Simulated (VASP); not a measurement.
Wanted: the native input for a VASP 6.6.1 run.

- Task: single point
- Functional: PBE
- Potentials or basis: VASP PAW PBE potentials, release 64 (Al, N)
- Cutoff: 520 eV
- k mesh: 4 × 4 × 4
- Occupations: tetrahedron
- Spin: no spin polarisation
- Dipole correction: no
- Further INCAR settings: LREAL = Auto; ALGO = Normal; EDIFF = 1e-06; NBANDS = 44

The structure of Al7N8 (a cell with a defect) lies in POSCAR:

```
Al7N8
1.0
   -4.4031742003      0.0000000000      4.4031742003
   -4.4031742003     -4.4031742003      0.0000000000
    0.0000000000     -4.4031742003      4.4031742003
Al N
7 8
Direct
    0.0037604311     -0.0037604311      0.5037604311
    0.0037604311      0.5037604311     -0.0037604311
    0.0037604311     -0.0037604311     -0.0037604311
    0.4962395689      0.5037604311      0.5037604311
    0.4962395689     -0.0037604311      0.5037604311
    0.4962395689      0.5037604311     -0.0037604311
    0.5000000000      0.0000000000      0.0000000000
    0.4112626582      0.3629124473      0.3629124473
    0.3750266515      0.8750266515      0.3749200456
    0.3750266515      0.3749200456      0.8750266515
    0.3750266515      0.8750266515      0.8750266515
    0.8629124473      0.3629124473      0.3629124473
    0.8629124473      0.9112626582      0.3629124473
    0.8629124473      0.3629124473      0.9112626582
    0.8749200456      0.8750266515      0.8750266515
```

The input as run:

INCAR

```
SYSTEM = Al7N8
  PREC = Accurate
  ENCUT = 520
  EDIFF = 1E-6
  ISMEAR = -4
  SIGMA = 0.05
  LREAL = Auto
  LASPH = .True.
  NELM = 60
  ALGO = Normal
  ISIF = 2
  LWAVE = .False.
  LCHARG = .False.
  GGA = PE
  NBANDS = 44
```

KPOINTS

```
regular mesh
0
Gamma
  4 4 4
  0 0 0
```

Potentials or basis: VASP PAW PBE potentials, release 64 (Al, N).

The run is started by

```bash
$ cat potpaw_PBE.64/Al/POTCAR potpaw_PBE.64/N/POTCAR > POTCAR
$ mpirun -np 1 vasp_std > vasp.out
```

It gave:

```
Pressure      : 2.3 GPa
Largest force : 0.013 eV/Å
```

Run time: 56 s on 1 thread of Intel(R) Xeon(R) 6975P-C (Granite Rapids) (shared host), peak memory 0.33 GiB.
